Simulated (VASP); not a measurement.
Set up this calculation in VASP 6.6.1, as the native input.

```
Task                   : single point
Functional             : PBEsol
Potentials or basis    : VASP PAW PBE potentials, release 64 (Cs_sv, Li_sv, Sc_sv, F)
Cutoff                 : 520 eV
k mesh                 : 6 × 6 × 6
Occupations            : gaussian, width 0.05 eV
Spin                   : no spin polarisation
Dipole correction      : no
Further INCAR settings : ALGO = Normal; EDIFF = 1e-06; NBANDS = 48
```

The structure of Cs2LiScF6 lies in POSCAR:

```
Cs2LiScF6
1.0
    0.0000000000      4.2963951983      4.2963951983
    4.2963951983      0.0000000000      4.2963951983
    4.2963951983      4.2963951983      0.0000000000
Cs Li Sc F
2 1 1 6
Direct
    0.7500654417      0.7499345583      0.7500654417
    0.2500654417      0.2499345583      0.2500654417
    0.5080680787      0.4919319213      0.5080680787
    0.0078908778     -0.0078908778      0.0078908778
    0.7544521596      0.2455478404      0.2280913458
    0.2280913458      0.2455478404      0.7544521596
    0.2280913458      0.7719086542      0.7544521596
    0.2430085844      0.7569914156      0.2430085844
    0.7693693982      0.2306306018      0.7693693982
    0.7544521596      0.7719086542      0.2280913458
```

This cell differs from its parent crystal: atoms displaced along a vibrational mode.

The input as run:

INCAR

```
PREC = Accurate
ENCUT = 520
EDIFF = 1E-6
ISMEAR = 0
SIGMA = 0.05
LREAL = False
LASPH = True
NELM = 100
ALGO = Normal
ISIF = 2
LWAVE = False
LCHARG = False
GGA = PS
NBANDS = 48
```

KPOINTS

```
regular mesh
0
Gamma
  6 6 6
```

Potentials or basis: VASP PAW PBE potentials, release 64 (Cs_sv, Li_sv, Sc_sv, F).

Command:

```sh
$ cat potpaw_PBE.64/Cs_sv/POTCAR potpaw_PBE.64/Li_sv/POTCAR potpaw_PBE.64/Sc_sv/POTCAR potpaw_PBE.64/F/POTCAR > POTCAR
$ mpirun -np 1 vasp_std > vasp.out
```

Results of the run:

| Item | Value |
| --- | --- |
| Largest force | 0.676 eV/Å |
| Band gap on the k mesh | 6.65 eV |

Caveat: the cell differs from its parent crystal (atoms displaced along a vibrational mode); the PAW data sets were made with another functional, which shifts forces and pressure a little; spin-orbit coupling is left out, which moves the levels of the heavy elements.

It took 4 min on 1 thread of Intel(R) Xeon(R) Platinum 8559C (Emerald Rapids), on a shared host, peak memory 0.44 GiB.
